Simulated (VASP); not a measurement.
# C (Pmmn) in VASP: a series of runs, part 2 of 2

VASP 6.6.1.

## 4. Single point, PBE, collinear spin

This run uses another cell than the first one, of 5.68 Å³/atom.

Input file INCAR:

```
SYSTEM = C
PREC = Accurate
ENCUT = 520
EDIFF = 1E-7
ISMEAR = 0
SIGMA = 0.1
LREAL = .FALSE.
LASPH = .TRUE.
NELM = 150
ALGO = Normal
ISIF = 2
LWAVE = .FALSE.
LCHARG = .FALSE.
ISPIN = 2
MAGMOM = 1 1
LORBIT = 11
GGA = PE
NBANDS = 15
```

Input file KPOINTS:

```
regular mesh
0
G
  10 6 6
  0 0 0
```

Input file POSCAR:

```
C
1.0
    1.5775078700      0.0000000000      0.0000000000
    0.0000000000      2.5477879300      0.0000000000
    0.0000000000      0.0000000000      2.8255131500
C
2
Direct
    0.0000000000      0.5000000000      0.6780852700
    0.5000000000      0.0000000000      0.3219147300
```

On the command line:

```console
$ cat potpaw_PBE.64/C/POTCAR > POTCAR
$ mpirun -np 1 vasp_std > vasp.out
```

Run time: 28 s. Hardware: 1 thread of Intel Xeon 8259CL, shared host; peak memory 0.13 GiB.

Results (log left out):

```yaml
Free_energy: -10.5495 eV
Pressure: 54.9 GPa
Largest_force: 0.281 eV/Å
Band_gap_on_the_k_mesh: zero (filled and empty bands overlap)
Net_moment: 0.00 μB per cell
Valence_electrons_inside_the_program's_atomic_spheres: C 2.35
```

Forces on the atoms (eV/Å):
```
C    0.000  0.000 -0.281
C    0.000  0.000  0.281
```

Stress tensor (GPa, compression positive):
```
34.88  0.00  0.00
 0.00 68.04  0.00
 0.00  0.00 61.77
```

Levels at points of the mesh, in eV from the Fermi level:
Spin up:
```
           k point  band 2  band 3  band 4  band 5  band 6  band 7
(0.00, 0.00, 0.00)   -8.79   -8.61   -8.28    0.61    4.97   11.56
(0.50, 0.00, 0.00)  -13.23    0.83    0.83    3.28    3.28    3.85
(0.00, 0.50, 0.00)  -19.64   -5.82   -5.82    0.86    0.86   16.77
(0.50, 0.50, 0.00)  -11.42   -3.88   -3.88    3.82    3.82    4.19
(0.00, 0.00, 0.50)  -16.58   -7.36   -0.68   -0.45    0.94   15.04
(0.50, 0.00, 0.50)  -12.37   -2.84   -2.84    3.76    3.76    5.05
(0.00, 0.50, 0.50)  -18.08  -11.64  -11.64    7.83    7.83   16.87
(0.50, 0.50, 0.50)  -10.61   -2.64   -2.64    0.83    0.83    1.11
```
Spin down:
```tsv
k point	band 2	band 3	band 4	band 5	band 6	band 7
(0.00, 0.00, 0.00)	-8.79	-8.61	-8.28	0.61	4.97	11.56
(0.50, 0.00, 0.00)	-13.23	0.83	0.83	3.28	3.28	3.85
(0.00, 0.50, 0.00)	-19.64	-5.82	-5.82	0.86	0.86	16.77
(0.50, 0.50, 0.00)	-11.42	-3.88	-3.88	3.82	3.82	4.19
(0.00, 0.00, 0.50)	-16.58	-7.36	-0.68	-0.45	0.94	15.04
(0.50, 0.00, 0.50)	-12.37	-2.84	-2.84	3.76	3.76	5.05
(0.00, 0.50, 0.50)	-18.08	-11.64	-11.64	7.83	7.83	16.87
(0.50, 0.50, 0.50)	-10.61	-2.64	-2.64	0.83	0.83	1.11
```

Caveat: the k points lie up to 0.41 Å⁻¹ apart, too coarse for converged energies and pressures of a metal.

## 5. Single point, PBE, collinear spin

Input file INCAR:

```
PREC = Accurate
ENCUT = 520
EDIFF = 1E-7
ISMEAR = 0
SIGMA = 0.1
LREAL = False
LASPH = True
NELM = 150
ALGO = Normal
ISIF = 2
LWAVE = False
LCHARG = False
ISPIN = 2
MAGMOM = 1 1
LORBIT = 11
GGA = PE
NBANDS = 15
```

Input file KPOINTS:

```
regular mesh
0
Gamma
  10 6 4
```

Input file POSCAR:

```
C
1.0
    1.6127608849      0.0000000000      0.0000000000
    0.0000000000      2.7298976851      0.0000000000
    0.0000000000      0.0000000000      4.3692138506
C
2
Direct
    0.0000000000      0.5000000000      0.6216356196
    0.5000000000      0.0000000000      0.3783643804
```

Potentials or basis: VASP PAW PBE potentials, release 64 (C).

On the command line:

```console
$ cat potpaw_PBE.64/C/POTCAR > POTCAR
$ mpirun -np 1 vasp_std > vasp.out
```

OUTCAR:

```text
PREC = Accurate
   ENCUT = 520
   EDIFF = 1E-7
   ISMEAR = 0
   LREAL = False
   LASPH = True
   NELM = 150
   ISIF = 2
   ISPIN = 2
   LORBIT = 11
   GGA = PE

 ion  position               nearest neighbor table
   1  0.000  0.500  0.622-   2 1.91   2 1.91   2 1.91   2 1.91
   2  0.500  0.000  0.378-   1 1.91   1 1.91   1 1.91   1 1.91

  LATTYP: Found a simple orthorhombic cell.
 ALAT       =     1.6127608849
 B/A-ratio  =     1.6926859466
 C/A-ratio  =     2.7091516737

  Lattice vectors:

 A1 = (   1.6127608849,   0.0000000000,   0.0000000000)
 A2 = (   0.0000000000,   2.7298976851,   0.0000000000)
 A3 = (   0.0000000000,   0.0000000000,   4.3692138506)

Analysis of symmetry for initial positions (statically):
=====================================================================
 Subroutine PRICEL returns:
 Original cell was already a primitive cell.

 Routine SETGRP: Setting up the symmetry group for a
 simple orthorhombic supercell.

 Subroutine GETGRP returns: Found  8 space group operations
 (whereof  4 operations were pure point group operations)
 out of a pool of  8 trial point group operations.

The static configuration has the point symmetry C_2v.
 The point group associated with its full space group is D_2h.

Analysis of symmetry for dynamics (positions and initial velocities):
=====================================================================
 Subroutine PRICEL returns:
 Original cell was already a primitive cell.

 Routine SETGRP: Setting up the symmetry group for a
 simple orthorhombic supercell.

 Subroutine GETGRP returns: Found  8 space group operations
 (whereof  4 operations were pure point group operations)
 out of a pool of  8 trial point group operations.

The dynamic configuration has the point symmetry C_2v.
 The point group associated with its full space group is D_2h.

Analysis of structural, dynamic, and magnetic symmetry:
[... 592 lines left out ...]
      5       8.1720      0.00000
      6       8.1720      0.00000
      7       8.3387      0.00000
      8       8.3387      0.00000
      9      22.8727      0.00000
     10      22.8727      0.00000
     11      23.6491      0.00000
     12      23.6491      0.00000
     13      30.7920      0.00000
     14      30.7920      0.00000
     15      33.7838      0.00000

 [... further k-points ...]

 spin component 2

 k-point     1 :       0.0000    0.0000    0.0000
  band No.  band energies     occupation
      1     -16.0644      1.00000
      2      -6.7017      1.00000
      3      -2.0747      1.00000
      4      -0.5211      1.00000
      5       4.1690      1.00000
      6       7.6410      0.00000
      7      12.8092      0.00000
      8      18.5415      0.00000
      9      19.8839      0.00000
     10      22.8388      0.00000
     11      24.4287      0.00000
     12      24.4884      0.00000
     13      25.5169      0.00000
     14      33.6156      0.00000
[... 403 lines left out ...]
      4       2.3312      1.00000
      5       8.1719      0.00000
      6       8.1719      0.00000
      7       8.3386      0.00000
      8       8.3386      0.00000
      9      22.8727      0.00000
     10      22.8727      0.00000
     11      23.6491      0.00000
     12      23.6491      0.00000
     13      30.7920      0.00000
     14      30.7920      0.00000
     15      33.7839      0.00000

 [... further k-points ...]

------------------------ aborting loop because EDIFF is reached ----------------------------------------

  FORCE on cell =-STRESS in cart. coord.  units (eV):
  Direction    XX          YY          ZZ          XY          YZ          ZX
  --------------------------------------------------------------------------------------
  -------------------------------------------------------------------------------------
  Total        0.0257812      0.0521994      0.0319343      0.0000000      0.0000000      0.0000000
  in kB        2.1473041      4.3476719      2.6597928      0.0000000      0.0000000      0.0000000
  external PRESSURE =       3.0515896 kB  Pullay stress =       0.0000000 kB

 VOLUME and BASIS-vectors are now :
 -----------------------------------------------------------------------------
  energy-cutoff  :      520.00
  volume of cell :       19.24
      direct lattice vectors                 reciprocal lattice vectors
     1.612760885  0.000000000  0.000000000     0.620054721  0.000000000  0.000000000
     0.000000000  2.729897685  0.000000000     0.000000000  0.366314095  0.000000000
     0.000000000  0.000000000  4.369213851     0.000000000  0.000000000  0.228874126

 POSITION                                       TOTAL-FORCE (eV/Angst)
 -----------------------------------------------------------------------------------
      0.00000      1.36495      2.71606         0.000000      0.000000      0.018549
      0.80638      0.00000      1.65315         0.000000      0.000000     -0.018549
 -----------------------------------------------------------------------------------
    total drift:                                0.000000      0.000000      0.000000

  FREE ENERGIE OF THE ION-ELECTRON SYSTEM (eV)
  ---------------------------------------------------
  free  energy   TOTEN  =       -11.3506012444 eV

  energy  without entropy=      -11.3494330230  energy(sigma->0) =      -11.35001713

 total charge

# of ion       s       p       d       tot
------------------------------------------
    1        0.939   1.309   0.000   2.248
    2        0.939   1.309   0.000   2.248
--------------------------------------------------
tot          1.878   2.618   0.000   4.495

 magnetization (x)

# of ion       s       p       d       tot
------------------------------------------
    1        0.000  -0.000   0.000  -0.000
    2        0.000  -0.000   0.000  -0.000
--------------------------------------------------
tot          0.000  -0.000   0.000  -0.000
```

OSZICAR:

```text
N       E                     dE             d eps       ncg     rms          rms(c)
DAV:   1     0.130726166669E+02    0.13073E+02   -0.41195E+03  4392   0.482E+02
DAV:   2    -0.102395793087E+02   -0.23312E+02   -0.22267E+02  5830   0.107E+02
DAV:   3    -0.108103461085E+02   -0.57077E+00   -0.56729E+00  5083   0.131E+01
DAV:   4    -0.108120279451E+02   -0.16818E-02   -0.16818E-02  5377   0.890E-01
DAV:   5    -0.108120339675E+02   -0.60223E-05   -0.60220E-05  5230   0.476E-02    0.566E+00
DAV:   6    -0.113436977023E+02   -0.53166E+00   -0.14214E-01  5055   0.188E+00    0.214E+00
DAV:   7    -0.113449210476E+02   -0.12233E-02   -0.83718E-02  4943   0.145E+00    0.101E+00
DAV:   8    -0.113500154914E+02   -0.50944E-02   -0.13919E-02  5006   0.643E-01    0.540E-01
DAV:   9    -0.113502011511E+02   -0.18566E-03   -0.19740E-03  5118   0.247E-01    0.165E-01
DAV:  10    -0.113505172807E+02   -0.31613E-03   -0.34329E-04  5034   0.961E-02    0.543E-02
DAV:  11    -0.113505776771E+02   -0.60396E-04   -0.92828E-05  4880   0.538E-02    0.202E-02
DAV:  12    -0.113505971350E+02   -0.19458E-04   -0.14607E-05  5104   0.238E-02    0.877E-03
DAV:  13    -0.113506003220E+02   -0.31870E-05   -0.19764E-06  4992   0.844E-03    0.409E-03
DAV:  14    -0.113506012154E+02   -0.89342E-06   -0.80034E-07  4922   0.511E-03    0.807E-04
DAV:  15    -0.113506012444E+02   -0.29027E-07   -0.31560E-08  4665   0.104E-03
   1 F= -.11350601E+02 E0= -.11350017E+02  d E =-.116822E-02  mag=    -0.0000
```

It took 34 s on 1 thread of Intel Xeon 8259CL, shared host; peak memory 0.14 GiB.

What came out:

- Free energy: -11.3506 eV
- Pressure: 0.3 GPa
- Largest force: 0.019 eV/Å
- Band gap on the k mesh: zero (filled and empty bands overlap)
- Net moment: 0.00 μB per cell
- Valence electrons inside the program's atomic spheres: C 2.25

Forces on the atoms (eV/Å):
```
C    0.000  0.000  0.019
C    0.000  0.000 -0.019
```

Caveat: the k points lie up to 0.39 Å⁻¹ apart, too coarse for converged energies and pressures of a metal; this functional lacks dispersion, which binds the layers, so the pressure and a relaxed spacing across them are unreliable.

## 6. Overview

| task | spin | cell | k mesh | cutoff (eV) | gap on the mesh (eV) | pressure (GPa) | moment (μB) | largest force (eV/Å) |
| --- | --- | --- | --- | --- | --- | --- | --- | --- |
| single point | off | a = 1.613, b = 2.730, c = 4.369 Å, 2 atoms, atomic positions A | 10 × 6 × 6 | 520 | none | 0.3 | - | 0.02 |
| relaxation of cell and atoms | off | relaxed from a = 1.578, b = 2.548, c = 2.826 Å, 2 atoms, atomic positions B | 10 × 6 × 6 | 600 | none | 0.1 | - | 0.02 |
| single point | collinear | a = 1.578, b = 2.548, c = 2.826 Å, 2 atoms, atomic positions B | 10 × 6 × 6 | 520 | none | 54.9 | 0.00 | 0.28 |
| single point | collinear | a = 1.613, b = 2.730, c = 4.369 Å, 2 atoms, atomic positions A | 10 × 6 × 4 | 520 | none | 0.3 | 0.00 | 0.02 |

Alike in all rows: level PBE; potentials or basis VASP PAW PBE potentials, release 64 (C); smearing gaussian 0.1 eV.

Caveats: all runs use coarse meshes; this functional lacks dispersion, which binds the layers, so the pressure and a relaxed spacing across them are unreliable (at least some runs); the volume moved by over 15 % at a fixed basis, so the end points are rough (at least some runs).

Total energies depend on the potentials used, so only differences within one code and one set of settings carry meaning.
